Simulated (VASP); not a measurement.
Nb, 1 atom in the cell. The typed cell holds 1 atom: a = 2.713 Å, b = 2.743 Å, c = 2.704 Å, α = 90.31°, β = 90.95°, γ = 90.77°.  This cell differs from its parent crystal: the cell strained at random.

- Program: VASP 6.6.1
- Task: single point
- Functional: PBE
- Potentials or basis: VASP PAW PBE potentials, release 64 (Nb_sv)
- Cutoff: 520 eV
- k mesh: 10 × 10 × 10
- Occupations: fermi-dirac, width 0.05 eV
- Spin: no spin polarisation
- Dipole correction: no
- Further INCAR settings: ALGO = Normal; EDIFF = 1e-06; NBANDS = 12

Potentials or basis: VASP PAW PBE potentials, release 64 (Nb_sv).

Run with:

```console
$ cat potpaw_PBE.64/Nb_sv/POTCAR > POTCAR
$ mpirun -np 1 vasp_std > vasp.out
```

Hardware: 1 thread of Intel(R) Xeon(R) Platinum 8259CL CPU @ 2.50GHz (Skylake/Cascade Lake) (shared host).

Question: Estimate the wall time of this run.

Answer: It took 58 s on 1 thread of Intel(R) Xeon(R) Platinum 8259CL CPU @ 2.50GHz (Skylake/Cascade Lake) (shared host), peak memory 0.22 GiB. Counts: scf iterations 12, k points 504.
